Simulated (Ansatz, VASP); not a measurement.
## Al2HCl: VASP beside Ansatz

Contents of INCAR:

```
ALGO     = Normal         # electronic algorithm
EDIFF    = 1E-7           # SCF threshold, eV
EDIFFG   = -0.04          # ionic threshold
ENCUT    = 600            # plane-wave cutoff, eV
GGA      = PE             # functional
IBRION   = 2              # ionic algorithm
ISIF     = 3              # what is computed and relaxed
ISMEAR   = 0              # smearing method
LASPH    = T              # aspherical terms in the spheres
LCHARG   = F              # write CHGCAR
LREAL    = F              # projectors in reciprocal space
LWAVE    = F              # write WAVECAR
NELM     = 60             # most SCF steps
NSW      = 90             # ionic steps
PREC     = Accurate       # precision mode
SIGMA    = 0.1            # smearing width, eV
```

The input KPOINTS:

```
k-points
0
Gamma
  6 4 4
```

Contents of POSCAR:

```
Al2HCl
1.0
    2.9182018300      0.0000000000      0.0000000000
    0.0000000000      4.5232128300      0.0000000000
    0.0000000000      0.0000000000      5.0544738300
Al H Cl
4 2 2
Direct
    0.0000000000      0.7500000000      0.7500000000
    0.5000000000      0.7500000000      0.2500000000
    0.0000000000      0.2500000000      0.7500000000
    0.5000000000      0.2500000000      0.2500000000
    0.5000000000      0.5000000000      0.9166666700
    0.0000000000      0.0000000000      0.0833333300
    0.0000000000      0.5000000000      0.4166666700
    0.5000000000      0.0000000000      0.5833333300
```

Input for Ansatz:

```yaml
crystal:
  lattice:
    - [2.91820183, 0.0, 0.0]
    - [0.0, 4.52321283, 0.0]
    - [0.0, 0.0, 5.05447383]
  atoms:
    - { symbol: Al, position: [0.0, 0.75, 0.75] }
    - { symbol: Al, position: [0.5, 0.75, 0.25] }
    - { symbol: Al, position: [0.0, 0.25, 0.75] }
    - { symbol: Al, position: [0.5, 0.25, 0.25] }
    - { symbol: H, position: [0.5, 0.5, 0.91666667] }
    - { symbol: H, position: [0.0, 0.0, 0.08333333] }
    - { symbol: Cl, position: [0.0, 0.5, 0.41666667] }
    - { symbol: Cl, position: [0.5, 0.0, 0.58333333] }
basis:
  ecutwfc: 420
kpoints:
  mp_grid: { grid: [6, 4, 4] }
hamiltonian:
  xc: pbe
scf:
  occupations: { method: gaussian, width: 0.1 }
  lower_state_search: "off"
output:
  forces: true
  stress: true
  eigenvalues: true
relax:
  adjacent_minimum: "off"
  f_tol: 0.04
  max_steps: 70
  cell: { stress_tol: 0.4 }
```

Alike in both runs: task relaxation of cell and atoms; functional PBE; k mesh 6 × 4 × 4; occupations gaussian, width 0.1 eV; no spin polarisation.

|  | VASP | Ansatz |
| --- | --- | --- |
| version | VASP 6.6.1 | Ansatz 0.2.0 |
| potentials or method | VASP PAW PBE potentials, release 64 (Al, H, Cl), cutoff 600 eV | scalar-relativistic, plane waves, PAW |
| valence electrons in the cell | 28 | 28 |

Ansatz gave:

* gap on the k mesh at the Fermi level, each at its own relaxed structure (eV): none
* relaxed volume (Å³/atom): 19.09
* relaxed cell length with the largest relative difference (Å): 8.345

**Question.** Estimate VASP's values.

**Answer.** gap on the k mesh at the Fermi level, each at its own relaxed structure (eV): none; relaxed volume (Å³/atom): 17.86; relaxed cell length with the largest relative difference (Å): 7.810.

A gap of «none» marks a metal or a gap that the smearing closes. One of these differences is far larger than is usual between the two programs; its cause wasn't traced.

Noted on VASP's run: the volume moved by over 15 % at a fixed basis, so the end points are rough.
